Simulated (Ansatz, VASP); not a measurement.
# Two plane-wave programs on Be3Te2O

The input INCAR:

```
SYSTEM = Be3Te2O
PREC     = Accurate       ! precision mode
ENCUT    = 600            ! plane-wave cutoff, eV
EDIFF    = 1E-6           ! SCF threshold, eV
ISMEAR   = 0              ! smearing method
SIGMA    = 0.02           ! smearing width, eV
LREAL    = .FALSE.        ! projectors in reciprocal space
LASPH    = .TRUE.         ! aspherical terms in the spheres
NELM     = 60             ! most SCF steps
ALGO     = Normal         ! electronic algorithm
ISIF     = 3              ! what is computed and relaxed
LWAVE    = .FALSE.        ! write WAVECAR
LCHARG   = .FALSE.        ! write CHGCAR
GGA      = PE             ! functional
IBRION   = 2              ! ionic algorithm
NSW      = 100            ! ionic steps
EDIFFG   = -0.01          ! ionic threshold
```

The input KPOINTS:

```
Automatic mesh
0
G
  6 6 8
  0 0 0
```

Contents of POSCAR:

```
Be3Te2O
1.0
    3.0785833212     -5.3946758228      0.0000000000
    3.0785833212      5.3946758228      0.0000000000
   -2.2177457833      0.0000000000      3.3585316365
Be Te O
3 2 1
Direct
    0.9218146869      0.6694444026      0.7570771609
    0.6694444026      0.9218146869      0.7570771609
    0.2162978125      0.2162978125      0.9021802578
    0.6764636014      0.3448129321      0.0087166344
    0.3448129321      0.6764636014      0.0087166344
    0.9512029068      0.9512029068      0.8473239523
```

Input for Ansatz:

```yaml
crystal:
  lattice:
    - [3.0785833212, -5.3946758228, 0.0]
    - [3.0785833212, 5.3946758228, 0.0]
    - [-2.2177457833, 0.0, 3.3585316365]
  atoms:
    - { symbol: Be, position: [0.9218146869, 0.6694444026, 0.7570771609] }
    - { symbol: Be, position: [0.6694444026, 0.9218146869, 0.7570771609] }
    - { symbol: Be, position: [0.2162978125, 0.2162978125, 0.9021802578] }
    - { symbol: Te, position: [0.6764636014, 0.3448129321, 0.0087166344] }
    - { symbol: Te, position: [0.3448129321, 0.6764636014, 0.0087166344] }
    - { symbol: O, position: [0.9512029068, 0.9512029068, 0.8473239523] }
basis:
  ecutwfc: 420
kpoints:
  mp_grid: { grid: [6, 6, 8] }
hamiltonian:
  xc: pbe
scf:
  occupations: { method: gaussian, width: 0.02 }
output:
  forces: true
  stress: true
  eigenvalues: true
  write_density: true
  write_potential: true
  elf: true
  volumetric_format: npy
relax:
  adjacent_minimum: "off"
  f_tol: 0.01
  max_steps: 80
  cell: { stress_tol: 0.05 }
```

Change from the starting cell: the structure that the rattled cell fell into.

Alike in both runs: task relaxation of cell and atoms; functional PBE; k mesh 6 × 6 × 8; occupations gaussian, width 0.02 eV; no spin polarisation.

|  | VASP | Ansatz |
| --- | --- | --- |
| version | VASP 6.6.1 | Ansatz 0.2.0 |
| potentials or method | VASP PAW PBE potentials, release 64 (Be, Te, O), cutoff 600 eV | scalar-relativistic, plane waves, PAW |
| valence electrons in the cell | 24 | 44 |

```csv
,VASP,Ansatz,Ansatz less VASP
"gap on the k mesh at the Fermi level, each at its own relaxed structure (eV)",1.95,1.96,+0.007
relaxed volume (Å³/atom),18.62,18.60,-0.020
relaxed length of the cell vector where the two differ most in proportion (Å),6.215,6.211,-0.0038
```

VASP's potentials hold 24 valence electrons a cell and Ansatz's 44, so a difference there can come from the potentials and not from the codes.

Spin-orbit coupling is off throughout.
